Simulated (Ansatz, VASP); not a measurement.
## One calculation of Sc, two programs

File INCAR:

```
  AGGAC = 1.0
  AGGAX = 1.0
  ALDAC = 0.0
  ALDAX = 1.0
  ALGO = Normal
  EDIFF = 1E-6
  ENCUT = 520
  GGA = B5
  ISIF = 2
  ISMEAR = -1
  LASPH = True
  LCHARG = True
  LELF = True
  LREAL = False
  LVHAR = True
  LWAVE = False
  NBANDS = 24
  NELM = 100
  PREC = Accurate
  SIGMA = 0.1
```

Contents of KPOINTS:

```
k-points
0
Gamma
  8 8 11
```

POSCAR

```
Sc
1.0
    5.2266355118      0.0000000000      0.0000000000
   -2.6133177559      4.5263991296      0.0000000000
    0.0000000000      0.0000000000      3.2820805131
Sc
3
Direct
    1.0000000000      1.0000000000      0.0000000000
    0.3333333333      0.6666666667      0.5000000000
    0.6666666667      0.3333333333      0.5000000000
```

Input for Ansatz:

```yaml
crystal:
  lattice:
    - [5.2266355118, 0.0, 0.0]
    - [-2.6133177559, 4.5263991296, 0.0]
    - [0.0, 0.0, 3.2820805131]
  atoms:
    - { symbol: Sc, position: [1.0, 1.0, 0.0] }
    - { symbol: Sc, position: [0.3333333333, 0.6666666667, 0.5] }
    - { symbol: Sc, position: [0.6666666667, 0.3333333333, 0.5] }
hamiltonian:
  xc: blyp
  pseudopotentials:
    kind: paw
    azcp:
      Sc: "pseudopotentials/Sc.paw.azcp"
basis:
  ecutwfc: 420
  fft_grid_basis: typed
kpoints:
  mp_grid: { grid: [8, 8, 11], shift: [0, 0, 0] }
magnetization:
  spin_polarized: false
scf:
  occupations: { method: fermi_dirac, width: 0.1 }
  lower_state_search: "off"
output:
  stress: true
```

Alike in both runs: task single point; functional BLYP; k mesh 8 × 8 × 11; occupations fermi-dirac, width 0.1 eV; no spin polarisation.

|  | VASP | Ansatz |
| --- | --- | --- |
| version | VASP 6.6.1 | Ansatz 0.2.0 |
| potentials or method | VASP PAW PBE potentials, release 64 (Sc_sv), cutoff 520 eV | plane waves (420 eV) with PAW, scalar-relativistic |
| valence electrons in the cell | 33 | 33 |

Ansatz gave:

| Item | Value |
| --- | --- |
| pressure (GPa) | -1.9 |

**Question.** What did VASP give for the same quantities?

**Answer.** Pressure (GPa): -1.8.

VASP's potentials were made for PBE, not for BLYP.
